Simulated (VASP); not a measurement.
Wanted: the native input for a VASP 6.6.1 run.

| Property | Result |
| --- | --- |
| Task | single point |
| Functional | PBE |
| Potentials or basis | VASP PAW PBE potentials, release 64 (Si, O, B) |
| Cutoff | 520 eV |
| k mesh | 2 × 2 × 1 |
| Occupations | gaussian, width 0.05 eV |
| Spin | collinear spin |
| Dipole correction | no |
| Further INCAR settings | LREAL = Auto; ALGO = Normal; EDIFF = 1e-06; NBANDS = 126 |

The structure of Si12BO24 (a cell with a defect) lies in POSCAR:

```
Si12BO24
1.0
   -2.4571350000      4.2558830000      5.4058000000
    4.9142700000      0.0000000000      5.4058000000
    4.9142700000      8.5117650000      0.0000000000
Si O B
12 24 1
Direct
    0.1638503595      0.5789930654      0.8839407737
    0.3913184110      0.9291236917      0.0487010856
   -0.0089780176      0.0070300224      0.2846878340
    0.0978516352      0.5653940742      0.4439550325
    0.3861796493      0.9539815998      0.5378173511
   -0.0044128073      0.0229637294      0.7626300187
    0.6006981659      0.0672123174      0.2003457297
    0.8660757606      0.4346997157      0.3170102812
    0.4692291459      0.5169131687      0.5390702542
    0.5786724884      0.0798527179      0.7149746002
    0.9213128986      0.4417409331      0.7690792775
    0.5245949848      0.5139399564      0.0019373881
    0.3790393380      0.4842773700      0.9182152124
    1.0060379833      0.4759417531      0.0288298075
    0.9012464928      0.1888582798      0.3672460325
    0.1820881860      0.0442359670      0.1419444175
    0.5776545952      0.9556319399      0.0910911143
    0.5706487378      0.3057428644      0.1268624114
    0.3259479646      0.4745836363      0.4620213508
    0.9268219168      0.4953132051      0.5945974969
    0.9308852630      0.2033623597      0.8442003354
    0.1635488037      0.0780908326      0.6063331341
    0.5551562163      0.9901073991      0.5928413204
    0.5342209311      0.3207780491      0.6664165964
    0.8237993201      0.9755862419      0.2248259264
    0.4322273718      0.0273369429      0.3578344048
    0.3802611049      0.7179934055      0.6006062535
    0.6745678689      0.5569756816      0.4187839415
    0.0683852052      0.4899227370      0.3166742413
    0.0604427748      0.8064909209      0.4077036140
    0.8057743217      0.9891843048      0.7321803856
    0.4131582042      0.0236835330      0.8710660394
    0.3974806312      0.6935615429      0.0841017326
    0.7166743208      0.5651192813      0.8611106642
    0.1229242283      0.5044434566      0.7600381902
    0.0935962293      0.8172789949      0.8702691613
    0.8264664159      0.5198092085      0.1175263890
```

The input as run:

INCAR

```
  PREC = Accurate
  ENCUT = 520
  EDIFF = 1E-6
  ISMEAR = 0
  SIGMA = 0.05
  LREAL = Auto
  LASPH = True
  NELM = 150
  ALGO = Normal
  ISIF = 2
  LWAVE = False
  LCHARG = False
  ISPIN = 2
  MAGMOM = 0 0 0 0 0 0 0 0 0 0 0 0 0 0 0 0 0 0 0 0 0 0 0 0 0 0 0 0 0 0 0 0 0 0 0 0 1
  LORBIT = 11
  GGA = PE
  NBANDS = 126
  LUSENCCL = False
```

KPOINTS

```
Automatic mesh
0
Gamma
  2 2 1
```

Potentials or basis: VASP PAW PBE potentials, release 64 (Si, O, B).

Command:

```bash
$ cat potpaw_PBE.64/Si/POTCAR potpaw_PBE.64/O/POTCAR potpaw_PBE.64/B/POTCAR > POTCAR
$ mpirun -np 1 vasp_std > vasp.out
```

Results of the run:

The pressure is 5.1 GPa and the largest force is 0.126 eV/Å. The band gap on the k mesh is 1.47 eV. The net moment is 1.00 μB per cell and the site moments are Si +0.00, -0.00, +0.07 (each value once); O +0.00, +0.07, +0.01, +0.02, -0.00, +0.03 (each value once); B +0.33 μB. The valence electrons inside the program's atomic spheres are Si 1.65, 1.63, 1.64, 1.68, 1.59 (each value once); O 5.24, 5.28, 5.21, 5.23, 5.22, 5.26, 5.25 (each value once); B 1.96.

Caveat: the k points lie up to 0.70 Å⁻¹ apart.

Wall time 2.3 min on 1 × NVIDIA H100 80GB with 1 thread of AMD EPYC 7R13 Processor (Zen 3), on a shared host, peak memory 1.7 GiB.
